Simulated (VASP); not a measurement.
# Be (P6_3/mmc) in VASP: settings compared

Aim: see how the results for Be move with the level of theory and the settings. Levels: PBE0, PBE. Tasks: single point.

Everything below comes from runs of VASP 6.6.1. Logs are shortened: lines on timing, memory, paths and dates and some standing lists are left out, and cuts for length are marked.

## (1) The cell of the first run

Symmetry: P6_3/mmc, No. 194, hexagonal system. The conventional cell has a = 2.266 Å, b = 2.266 Å, c = 3.559 Å, α = 90.00°, β = 90.00°, γ = 120.00°. Be (site symmetry -6m2) has 12 Be at 2.21 to 2.27 Å within 2.9 Å.

## (2) Single point, PBE0

The input, POSCAR:

```
Be
1.0
    2.2656737711      0.0000000000      0.0000000000
   -1.1328368856      1.9621310424      0.0000000000
    0.0000000000      0.0000000000      3.5587036795
Be
2
Direct
    0.3333333333      0.6666666667      0.2500000000
    0.6666666667      0.3333333333      0.7500000000
```

The input, INCAR.step1:

```
PREC = Accurate
ENCUT = 520
EDIFF = 1E-5
ISMEAR = -1
SIGMA = 0.1
LREAL = False
LASPH = True
NELM = 100
ALGO = Normal
ISIF = 2
LWAVE = True
LCHARG = False
NBANDS = 9
GGA = PE
```

The input, INCAR.step2:

```
PREC = Accurate
ENCUT = 520
EDIFF = 1E-6
ISMEAR = -1
SIGMA = 0.1
LREAL = False
LASPH = True
NELM = 100
ALGO = Normal
ISIF = 2
LWAVE = False
LCHARG = False
GGA = PE
LHFCALC = True
AEXX = 0.25
PRECFOCK = Normal
NBANDS = 9
ISTART = 1
```

The input, KPOINTS:

```
Automatic mesh
0
Gamma
  8 8 5
```

Potentials or basis: VASP PAW PBE potentials, release 64 (Be).

Command:

```bash
cat potpaw_PBE.64/Be/POTCAR > POTCAR
cp INCAR.step1 INCAR
mpirun -np 1 vasp_std > vasp.out
cp INCAR.step2 INCAR
mpirun -np 1 vasp_std > vasp.out
```

OUTCAR:

```text
PREC = Accurate
   ENCUT = 520
   EDIFF = 1E-6
   ISMEAR = -1
   LREAL = False
   LASPH = True
   NELM = 100
   ISIF = 2
   GGA = PE
   LHFCALC = True
   AEXX = 0.25
   PRECFOCK = Normal
   ISTART = 1

 ion  position               nearest neighbor table
   1  0.333  0.667  0.250-   2 2.21   2 2.21   2 2.21   2 2.21   2 2.21   2 2.21
   2  0.667  0.333  0.750-   1 2.21   1 2.21   1 2.21   1 2.21   1 2.21   1 2.21

  LATTYP: Found a hexagonal cell.
 ALAT       =     2.2656737711
 C/A-ratio  =     1.5707043639

  Lattice vectors:

 A1 = (   2.2656737711,   0.0000000000,   0.0000000000)
 A2 = (  -1.1328368856,   1.9621310424,   0.0000000000)
 A3 = (   0.0000000000,   0.0000000000,   3.5587036795)

Analysis of symmetry for initial positions (statically):
=====================================================================
 Subroutine PRICEL returns:
 Original cell was already a primitive cell.

 Routine SETGRP: Setting up the symmetry group for a
 hexagonal supercell.

 Subroutine GETGRP returns: Found 24 space group operations
 (whereof 12 operations were pure point group operations)
 out of a pool of 24 trial point group operations.

The static configuration has the point symmetry D_3d.
 The point group associated with its full space group is D_6h.

Analysis of symmetry for dynamics (positions and initial velocities):
=====================================================================
 Subroutine PRICEL returns:
 Original cell was already a primitive cell.

 Routine SETGRP: Setting up the symmetry group for a
 hexagonal supercell.

 Subroutine GETGRP returns: Found 24 space group operations
 (whereof 12 operations were pure point group operations)
 out of a pool of 24 trial point group operations.

The dynamic configuration has the point symmetry D_3d.
 The point group associated with its full space group is D_6h.

 Subroutine INISYM returns: Found 24 space group operations
 (whereof 12 operations are pure point group operations),
 and found     1 'primitive' translations

----------------------------------------------------------------------------------------

                                     Primitive cell

  volume of cell :      15.8204

  direct lattice vectors                    reciprocal lattice vectors
     2.265673771  0.000000000  0.000000000     0.441369809  0.254824978  0.000000000
    -1.132836886  1.962131042  0.000000000     0.000000000  0.509649956  0.000000000
     0.000000000  0.000000000  3.558703680     0.000000000  0.000000000  0.281001199

  length of vectors
     2.265673771  2.265673771  3.558703680     0.509649956  0.509649956  0.281001199

  position of ions in fractional coordinates (direct lattice)
     0.333333333  0.666666667  0.250000000
     0.666666667  0.333333333  0.750000000

  ion indices of the primitive-cell ions
   primitive index   ion index
                 1           1
                 2           2

----------------------------------------------------------------------------------------

 KPOINTS: Automatic mesh

Automatic generation of k-mesh.
 Grid dimensions read from file:
 generate k-points for:    8    8    5

 Generating k-lattice:

  Cartesian coordinates                     Fractional coordinates (reciprocal lattice)
     0.055171226  0.031853122  0.000000000     0.125000000  0.000000000  0.000000000
     0.000000000  0.063706245  0.000000000     0.000000000  0.125000000  0.000000000
     0.000000000  0.000000000  0.056200240     0.000000000  0.000000000  0.200000000

  Length of vectors
     0.063706245  0.063706245  0.056200240

  Shift w.r.t. Gamma in fractional coordinates (k-lattice)
     0.000000000  0.000000000  0.000000000

 Subroutine IBZKPT returns following result:
 ===========================================

 Found     30 irreducible k-points:

 Following reciprocal coordinates:
            Coordinates               Weight
  0.000000  0.000000  0.000000      1.000000
  0.125000 -0.000000  0.000000      6.000000
  0.250000 -0.000000  0.000000      6.000000
  0.375000 -0.000000  0.000000      6.000000
  0.500000 -0.000000  0.000000      3.000000
  0.125000  0.125000  0.000000      6.000000
[... 16 lines left out ...]
  0.250000 -0.000000  0.400000     12.000000
  0.375000 -0.000000  0.400000     12.000000
 [... further k-points ...]
   k-points           NKPTS =     30   k-points in BZ     NKDIM =    320   number of bands    NBANDS=      9
   number of dos      NEDOS =    301   number of ions     NIONS =      2
   total plane-waves  NPLWV =   9072
   dimension x,y,z NGX =    18 NGY =   18 NGZ =   28
   dimension x,y,z NGXF=    36 NGYF=   36 NGZF=   56
   ions per type =               2
   NGX,Y,Z   is equivalent  to a cutoff of  13.21, 13.21, 13.08 a.u.
   NGXF,Y,Z  is equivalent  to a cutoff of  26.42, 26.42, 26.16 a.u.
 SYSTEM =  unknown system
   PREC   = accura    normal or accurate (medium, high low for compatibility)
   ISTART =      1    job   : 0-new  1-cont  2-samecut
   ICHARG =      0    charge: 1-file 2-atom 10-const
   ISPIN  =      1    spin polarized calculation?
   LNONCOLLINEAR =      F non collinear calculations
   LSORBIT =      F    spin-orbit coupling
   LASPH  =      T    aspherical Exc in radial PAW
   ENCUT  =  520.0 eV  38.22 Ry    6.18 a.u.   4.21  4.21  6.62*2*pi/ulx,y,z
   NELM   =    100;   NELMIN=  2; NELMDL=  0     # of ELM steps
   EDIFF  = 0.1E-05   stopping-criterion for ELM
   LREAL  =      F    real-space projection
   EDIFFG = 0.1E-04   stopping-criterion for IOM
   NSW    =      0    number of steps for IOM
   IBRION =     -1    ionic relax: 0-MD 1-quasi-New 2-CG
   NFREE  =      0    steps in history (QN), initial steepest desc. (CG)
   ISIF   =      2    stress and relaxation
   ISYM   =      3    0-nonsym 1-usesym 2-fastsym
   POTIM  = 0.5000    time-step for ionic-motion
   TEBEG  =    0.0;   TEEND  =   0.0 temperature during run
   PSTRESS=    0.0 pullay stress
   NELECT =       4.0000    total number of electrons
   NUPDOWN=      -1.0000    fix difference up-down
   EMIN   =  10.00;   EMAX   =-10.00  energy-range for DOS
   EFERMI =   0.00;   METHOD = LEGACY
   ISMEAR =    -1;   SIGMA  =   0.10  broadening in eV -4-tet -1-fermi 0-gaus
   EFERMI_NEDOS =   21; number of points for ismear=-14 and -15
   IALGO  =     38    algorithm
   IMIX   =      1    mixing-type and parameters
     AMIX     =   0.40;   BMIX     =  1.00
     AMIX_MAG =   1.60;   BMIX_MAG =  1.00
  volume/ion in A,a.u.               =       7.91        53.38
  Fermi-wavevector in a.u.,A,eV,Ry     =   1.035196  1.956236 14.580411  1.071630
  Thomas-Fermi vector in A             =   2.169527
   LORBIT       =      0    0 simple, 1 ext, 2 COOP (PROOUT), +10 PAW based schemes
   GGA     = PE    functional components
   LHFCALC =     T    Hartree Fock is set to
   PRECFOCK=normal    Normal, Fast or Accurate (Low or Medium for compatibility)
   ENCUT4O =  -1.0   cutoff for four orbital integrals eV
   NKREDX  =     1    reduce k-point grid by
   NKREDY  =     1    reduce k-point grid by
   NKREDZ  =     1    reduce k-point grid by
   AEXX    =    0.2500 exact exchange contribution
   HFSCREEN=    0.0000 screening length (either q_TF or 0.3 A-1)
   HFSCREENC=   0.0000 screening length for correlation (either q_TF or 0.3 A-1)
   ENCUTFOCK=  -1.0 apply spherical cutoff to Coloumb kernel
   IVDW    =     0    specifies the selected vdW correction
   LEPSILON=     F    determine dielectric tensor
   LRPA    =     F    only Hartree local field effects (RPA)
 non-spin polarized calculation
  energy-cutoff  :      520.00
  volume of cell :       15.82
 maximum number of plane-waves:       439
 NGX is ok and might be reduce to    18
  NGX = 14; NGY = 14; NGZ = 20

 number of electron       4.0000000 magnetization

 Free energy of the ion-electron system (eV)
  ---------------------------------------------------
  ext. energy  EPLUGINS =         0.00000000
  ---------------------------------------------------
  free energy    TOTEN  =        -7.75069313 eV

  energy without entropy =       -7.74738835  energy(sigma->0) =       -7.74904074

 E-fermi :   7.8552     XC(G=0):  -8.3216

 val. band max:        7.6501594696   @ k =   0.3750  -0.0000   0.0000
 cond. band min:       8.1910435958   @ k =   0.3750   0.2500   0.4000
 fundamental gap:      0.5408841262
 Fermi energy:         7.8552114500

 k-point     1 :       0.0000    0.0000    0.0000
  band No.  band energies     occupation
      1      -6.4393      2.00000
      2       1.4922      2.00000
      3       8.8199      0.00013
      4      24.6987      0.00000
      5      24.6987      0.00000
      6      27.6061      0.00000
      7      27.6061      0.00000
      8      29.8979      0.00000
      9      35.7019      0.00000

 k-point     2 :       0.1250   -0.0000    0.0000
  band No.  band energies     occupation
      1      -5.9308      2.00000
      2       2.1638      2.00000
      3       8.9433      0.00004
      4      21.4290      0.00000
      5      22.6245      0.00000
      6      27.5380      0.00000
      7      28.2814      0.00000
      8      28.8440      0.00000
      9      31.5378      0.00000

 k-point     3 :       0.2500   -0.0000    0.0000
  band No.  band energies     occupation
      1      -4.3988      2.00000
      2       4.1915      2.00000
      3       8.9494      0.00004
      4      16.3287      0.00000
      5      20.0696      0.00000
      6      24.5425      0.00000
      7      25.1585      0.00000
      8      27.3686      0.00000
      9      28.4117      0.00000

 k-point     4 :       0.3750   -0.0000    0.0000
  band No.  band energies     occupation
      1      -1.8527      2.00000
      2       6.2303      2.00000
      3       7.6502      1.77200
      4      14.2900      0.00000
      5      18.4046      0.00000
      6      18.7228      0.00000
      7      20.7574      0.00000
      8      26.2005      0.00000
      9      28.2468      0.00000

 k-point     5 :       0.5000   -0.0000    0.0000
  band No.  band energies     occupation
      1       0.8863      2.00000
      2       2.9195      2.00000
      3      11.5396      0.00000
      4      14.4703      0.00000
      5      15.0036      0.00000
      6      17.8363      0.00000
      7      18.3520      0.00000
      8      25.7509      0.00000
      9      28.2662      0.00000

 k-point     6 :       0.1250    0.1250    0.0000
  band No.  band energies     occupation
      1      -4.9090      2.00000
      2       3.5128      2.00000
      3       9.1127      0.00001
      4      18.0626      0.00000
      5      19.4200      0.00000
      6      26.4414      0.00000
      7      26.9364      0.00000
      8      26.9569      0.00000
      9      31.4736      0.00000
[... 169 lines left out ...]
 k-point    21 :       0.0000    0.0000    0.4000
  band No.  band energies     occupation
      1      -4.8621      2.00000
      2      -2.8991      2.00000
      3      16.4002      0.00000
      4      22.0534      0.00000
      5      25.8855      0.00000
      6      25.8855      0.00000
      7      26.9031      0.00000
      8      26.9031      0.00000
      9      35.5047      0.00000

 k-point    22 :       0.1250   -0.0000    0.4000
  band No.  band energies     occupation
      1      -4.3469      2.00000
      2      -2.3696      2.00000
      3      16.5723      0.00000
      4      21.6248      0.00000
      5      23.6273      0.00000
      6      24.1551      0.00000
      7      24.9238      0.00000
      8      25.8382      0.00000
      9      31.3932      0.00000

 k-point    23 :       0.2500   -0.0000    0.4000
  band No.  band energies     occupation
      1      -2.8067      2.00000
      2      -0.8057      2.00000
      3      15.6836      0.00000
      4      17.6548      0.00000
      5      20.4402      0.00000
      6      21.7642      0.00000
      7      23.6607      0.00000
      8      23.7481      0.00000
      9      30.1205      0.00000

 k-point    24 :       0.3750   -0.0000    0.4000
  band No.  band energies     occupation
      1      -0.3212      2.00000
      2       1.5565      2.00000
      3      11.2075      0.00000
      4      13.0537      0.00000
      5      20.1523      0.00000
      6      20.8581      0.00000
      7      22.2244      0.00000
      8      24.5263      0.00000
      9      28.2579      0.00000

 [... further k-points ...]

------------------------ aborting loop because EDIFF is reached ----------------------------------------

  FORCE on cell =-STRESS in cart. coord.  units (eV):
  Direction    XX          YY          ZZ          XY          YZ          ZX
  --------------------------------------------------------------------------------------
  -------------------------------------------------------------------------------------
  Total       -0.3152796     -0.3152796      0.4298888      0.0000000      0.0000000      0.0000000
  in kB      -31.9292889    -31.9292889     43.5361007      0.0000000      0.0000000      0.0000000
  external PRESSURE =      -6.7741590 kB  Pullay stress =       0.0000000 kB

 VOLUME and BASIS-vectors are now :
 -----------------------------------------------------------------------------
  energy-cutoff  :      520.00
  volume of cell :       15.82
      direct lattice vectors                 reciprocal lattice vectors
     2.265673771  0.000000000  0.000000000     0.441369809  0.254824978  0.000000000
    -1.132836886  1.962131042  0.000000000     0.000000000  0.509649956  0.000000000
     0.000000000  0.000000000  3.558703680     0.000000000  0.000000000  0.281001199

 POSITION                                       TOTAL-FORCE (eV/Angst)
 -----------------------------------------------------------------------------------
     -0.00000      1.30809      0.88968        -0.000000      0.000000     -0.000000
      1.13284      0.65404      2.66903         0.000000     -0.000000      0.000000
 -----------------------------------------------------------------------------------
    total drift:                                0.000000      0.000000     -0.000000

  FREE ENERGIE OF THE ION-ELECTRON SYSTEM (eV)
  ---------------------------------------------------
  free  energy   TOTEN  =        -7.7506931310 eV

  energy  without entropy=       -7.7473883549  energy(sigma->0) =       -7.74904074
```

Wall time 13 min (1 thread of Intel Xeon Platinum 8175M at 2.50GHz (Skylake/Cascade Lake), shared host); peak memory 0.13 GiB.

Results:

- Free energy: -7.7507 eV
- Pressure: -0.7 GPa
- Band gap on the k mesh: zero (band 2 reaches 8.19 eV, above the bottom of band 3 at 7.65 eV)

Levels at points of the mesh, in eV from the Fermi level:
```tsv
k point	band 1	band 2	band 3	band 4	band 5	band 6	band 7
(0.00, 0.00, 0.00)	-14.29	-6.36	0.96	16.84	16.84	19.75	19.75
(0.50, 0.00, 0.00)	-6.97	-4.94	3.68	6.62	7.15	9.98	10.50
```

Caveat: the k points lie up to 0.40 Å⁻¹ apart; the PAW data sets were made with another functional, which shifts forces and pressure a little.

[end of part 1 of 2]
